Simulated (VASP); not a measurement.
# Rh (P6_3/mmc) in VASP: single point with r2SCAN

Aim: the single point of Rh with r2SCAN.

Program: VASP 6.6.1. These are calculated values, not measurements. Logs are shortened: lines on timing, memory, paths and dates and some standing lists are left out, and cuts for length are marked.

## 1. The cell of the first run

The structure is hexagonal, space group P6_3/mmc (No. 194). The conventional cell has a = 2.646 Å, b = 2.646 Å, c = 8.649 Å, α = 90.00°, β = 90.00°, γ = 120.00°. Rh (site symmetry -3m) has 12 Rh at 2.65 Å within 3.5 Å. Within 3.5 Å of Rh (site symmetry -6m2) lie 12 Rh at 2.65 Å.

This isn't the form of Rh at room conditions, which is fcc.

## 2. Single point, r2SCAN

File POSCAR:

```
Rh
1.0
    2.6461084728      0.0000000000      0.0000000000
   -1.3230542364      2.2916018572      0.0000000000
    0.0000000000      0.0000000000      8.6489213561
Rh
4
Direct
    0.0000000000      0.0000000000      0.0000000000
    0.3333333333      0.6666666667      0.2500000000
    0.0000000000      0.0000000000      0.5000000000
    0.6666666667      0.3333333333      0.7500000000
```

File INCAR.step1:

```
SYSTEM = Rh
PREC = Accurate
ENCUT = 680
ISMEAR = 1
SIGMA = 0.1
LREAL = .FALSE.
LASPH = .TRUE.
NELM = 120
NBANDS = 42
GGA = PE
ALGO = Normal
EDIFF = 1E-5
LWAVE = .TRUE.
LCHARG = .FALSE.
GGA_COMPAT = .FALSE.
```

File INCAR.step2:

```
SYSTEM = Rh
PREC = Accurate
ENCUT = 680
EDIFF = 1E-6
ISMEAR = 1
SIGMA = 0.1
LREAL = .FALSE.
LASPH = .TRUE.
NELM = 120
ALGO = Normal
ISIF = 2
LWAVE = .FALSE.
LCHARG = .TRUE.
METAGGA = R2SCAN
LMIXTAU = .TRUE.
LELF = .TRUE.
LVHAR = .TRUE.
NBANDS = 42
ISTART = 1
GGA_COMPAT = .FALSE.
```

File KPOINTS:

```
regular mesh
0
G
  10 10 3
  0 0 0
```

Potentials or basis: VASP PAW PBE potentials, release 64 (Rh_sv_GW).

The run is started by

```console
$ cat potpaw_PBE.64/Rh_sv_GW/POTCAR > POTCAR
$ cp INCAR.step1 INCAR
$ mpirun -np 1 vasp_std > vasp.out
$ cp INCAR.step2 INCAR
$ mpirun -np 1 vasp_std > vasp.out
```

OUTCAR:

```text
SYSTEM = Rh
   PREC = Accurate
   ENCUT = 680
   EDIFF = 1E-6
   ISMEAR = 1
   LREAL = .FALSE.
   LASPH = .TRUE.
   NELM = 120
   ISIF = 2
   METAGGA = R2SCAN
   ISTART = 1

 ion  position               nearest neighbor table
   1  0.000  0.000  0.000-   2 2.65   4 2.65   4 2.65   2 2.65   4 2.65   2 2.65
   2  0.333  0.667  0.250-   1 2.65   3 2.65   1 2.65   3 2.65   1 2.65   3 2.65
   3  0.000  0.000  0.500-   2 2.65   4 2.65   4 2.65   2 2.65   4 2.65   2 2.65
   4  0.667  0.333  0.750-   1 2.65   3 2.65   1 2.65   3 2.65   1 2.65   3 2.65

  LATTYP: Found a hexagonal cell.
 ALAT       =     2.6461084728
 C/A-ratio  =     3.2685437672

  Lattice vectors:

 A1 = (   2.6461084728,   0.0000000000,   0.0000000000)
 A2 = (  -1.3230542364,   2.2916018572,   0.0000000000)
 A3 = (   0.0000000000,   0.0000000000,   8.6489213561)

Analysis of symmetry for initial positions (statically):
=====================================================================
 Subroutine PRICEL returns:
 Original cell was already a primitive cell.

 Routine SETGRP: Setting up the symmetry group for a
 hexagonal supercell.

 Subroutine GETGRP returns: Found 24 space group operations
 (whereof 12 operations were pure point group operations)
 out of a pool of 24 trial point group operations.

The static configuration has the point symmetry D_3d.
 The point group associated with its full space group is D_6h.

Analysis of symmetry for dynamics (positions and initial velocities):
=====================================================================
 Subroutine PRICEL returns:
 Original cell was already a primitive cell.

 Routine SETGRP: Setting up the symmetry group for a
 hexagonal supercell.

 Subroutine GETGRP returns: Found 24 space group operations
 (whereof 12 operations were pure point group operations)
 out of a pool of 24 trial point group operations.

The dynamic configuration has the point symmetry D_3d.
 The point group associated with its full space group is D_6h.

 Subroutine INISYM returns: Found 24 space group operations
 (whereof 12 operations are pure point group operations),
 and found     1 'primitive' translations

----------------------------------------------------------------------------------------

                                     Primitive cell

  volume of cell :      52.4456

  direct lattice vectors                    reciprocal lattice vectors
[... 86 lines left out ...]
   LNONCOLLINEAR =      F non collinear calculations
   LSORBIT =      F    spin-orbit coupling
   LASPH  =      T    aspherical Exc in radial PAW
   ENCUT  =  680.0 eV  49.98 Ry    7.07 a.u.   5.63  5.63 18.39*2*pi/ulx,y,z
   NELM   =    120;   NELMIN=  2; NELMDL=  0     # of ELM steps
   EDIFF  = 0.1E-05   stopping-criterion for ELM
   LREAL  =      F    real-space projection
   EDIFFG = 0.1E-04   stopping-criterion for IOM
   NSW    =      0    number of steps for IOM
   IBRION =     -1    ionic relax: 0-MD 1-quasi-New 2-CG
   NFREE  =      0    steps in history (QN), initial steepest desc. (CG)
   ISIF   =      2    stress and relaxation
   ISYM   =      2    0-nonsym 1-usesym 2-fastsym
   POTIM  = 0.5000    time-step for ionic-motion
   TEBEG  =    0.0;   TEEND  =   0.0 temperature during run
   PSTRESS=    0.0 pullay stress
   NELECT =      68.0000    total number of electrons
   NUPDOWN=      -1.0000    fix difference up-down
   EMIN   =  10.00;   EMAX   =-10.00  energy-range for DOS
   EFERMI =   0.00;   METHOD = LEGACY
   ISMEAR =     1;   SIGMA  =   0.10  broadening in eV -4-tet -1-fermi 0-gaus
   EFERMI_NEDOS =   21; number of points for ismear=-14 and -15
   IALGO  =     38    algorithm
   IMIX   =      4    mixing-type and parameters
     AMIX     =   0.40;   BMIX     =  1.00
     AMIX_MAG =   1.60;   BMIX_MAG =  1.00
  volume/ion in A,a.u.               =      13.11        88.48
  Fermi-wavevector in a.u.,A,eV,Ry     =   1.785151  3.373446 43.358543  3.186763
  Thomas-Fermi vector in A             =   2.848993
   LORBIT       =      0    0 simple, 1 ext, 2 COOP (PROOUT), +10 PAW based schemes
   METAGGA = R2SCAN    functional components
   LHFCALC =     F    Hartree Fock is set to
   AEXX    =    0.0000 exact exchange contribution
   IVDW    =     0    specifies the selected vdW correction
   LEPSILON=     F    determine dielectric tensor
   LRPA    =     F    only Hartree local field effects (RPA)
 non-spin polarized calculation
 Methfessel and Paxton  Order N= 1 SIGMA  =   0.10
  energy-cutoff  :      680.00
  volume of cell :       52.45
 maximum number of plane-waves:      2137
 NGX is ok and might be reduce to    24
   NGX = 11   NGY = 11   NGZ = 37

 number of electron      68.0000009 magnetization

 Free energy of the ion-electron system (eV)
  ---------------------------------------------------
  ext. energy  EPLUGINS =         0.00000000
  ---------------------------------------------------
  free energy    TOTEN  =       -92.97286454 eV

  energy without entropy =      -92.97106403  energy(sigma->0) =      -92.97226437

 E-fermi :  11.5691     XC(G=0): -15.6354

 val. band max:       11.5642372887   @ k =   0.4000  -0.0000   0.3333
 cond. band min:      11.6013043115   @ k =   0.2000   0.1000   0.3333
 fundamental gap:      0.0370670229
 Fermi energy:        11.5690809156

 k-point     1 :       0.0000    0.0000    0.0000
  band No.  band energies     occupation
      1     -69.8069      2.00000
      2     -69.7476      2.00000
      3     -69.7127      2.00000
      4     -69.6526      2.00000
      5     -37.2696      2.00000
      6     -36.8311      2.00000
[... 1069 lines left out ...]
     41      21.7178      0.00000
     42      21.7569      0.00000

 [... further k-points ...]
[... 5 lines left out ...]
  --------------------------------------------------------------------------------------
  -------------------------------------------------------------------------------------
  Total        4.6677457      4.6677649      4.9438726     -0.0000000      0.0000000      0.0000000
  in kB      142.5965492    142.5971339    151.0320427     -0.0000000      0.0000000      0.0000000
  external PRESSURE =     145.4085752 kB  Pullay stress =       0.0000000 kB

 VOLUME and BASIS-vectors are now :
 -----------------------------------------------------------------------------
  energy-cutoff  :      680.00
  volume of cell :       52.45
      direct lattice vectors                 reciprocal lattice vectors
     2.646108473  0.000000000  0.000000000     0.377913457  0.218187989  0.000000000
    -1.323054236  2.291601857  0.000000000     0.000000000  0.436375977  0.000000000
     0.000000000  0.000000000  8.648921356     0.000000000  0.000000000  0.115621354

 POSITION                                       TOTAL-FORCE (eV/Angst)
 -----------------------------------------------------------------------------------
      0.00000      0.00000      0.00000         0.000000      0.000000     -0.000000
     -0.00000      1.52773      2.16223        -0.000000     -0.000000     -0.000000
      0.00000      0.00000      4.32446         0.000000      0.000000     -0.000000
      1.32305      0.76387      6.48669         0.000000      0.000000      0.000000
 -----------------------------------------------------------------------------------
    total drift:                               -0.000000      0.000000     -0.000000

  FREE ENERGIE OF THE ION-ELECTRON SYSTEM (eV)
  ---------------------------------------------------
  free  energy   TOTEN  =       -92.9728645382 eV

  energy  without entropy=      -92.9710640329  energy(sigma->0) =      -92.97226437
```

OSZICAR.step1:

```text
N       E                     dE             d eps       ncg     rms          rms(c)
DAV:   1     0.190282445389E+04    0.19028E+04   -0.44830E+04  2408   0.249E+03
DAV:   2     0.149316444658E+03   -0.17535E+04   -0.16979E+04  2360   0.120E+03
DAV:   3    -0.202494008305E+02   -0.16957E+03   -0.15994E+03  3806   0.368E+02
DAV:   4    -0.291055937364E+02   -0.88562E+01   -0.85086E+01  3680   0.109E+02
DAV:   5    -0.293366934090E+02   -0.23110E+00   -0.22869E+00  3704   0.160E+01    0.123E+02
DAV:   6    -0.254907357247E+02    0.38460E+01   -0.12766E+01  3264   0.434E+01    0.530E+01
DAV:   7    -0.254015878230E+02    0.89148E-01   -0.86094E-01  4080   0.114E+01    0.139E+01
DAV:   8    -0.257212382556E+02   -0.31965E+00   -0.14159E+00  3736   0.221E+01    0.659E+00
DAV:   9    -0.253511011895E+02    0.37014E+00   -0.90704E-01  3680   0.136E+01    0.843E-01
DAV:  10    -0.253545702492E+02   -0.34691E-02   -0.42258E-02  3104   0.240E+00    0.277E-01
DAV:  11    -0.253545441399E+02    0.26109E-04   -0.20060E-03  3536   0.763E-01    0.211E-01
DAV:  12    -0.253544851702E+02    0.58970E-04   -0.49336E-04  2892   0.403E-01    0.116E-01
DAV:  13    -0.253544947794E+02   -0.96092E-05   -0.73653E-05  2296   0.992E-02
   1 F= -.25354495E+02 E0= -.25353900E+02  d E =-.178476E-02
```

Run time: 7.8 min. Hardware: 1 thread of Intel Xeon Platinum 8259CL at 2.50GHz (Skylake/Cascade Lake), shared host; peak memory 0.25 GiB.

Results:

```yaml
Free_energy: -92.9729 eV
Pressure: 14.5 GPa
Band_gap_on_the_k_mesh: zero (bands 34 and 35 overlap by 2.10 eV)
```

Stress tensor (GPa, compression positive):
```
14.26  0.00  0.00
 0.00 14.26  0.00
 0.00  0.00 15.10
```

Caveat: the cell stands under pressure; the PAW data sets were made with another functional, which shifts forces and pressure a little.

The gap in the log of VASP goes by the Fermi energy; the results here count the filled bands.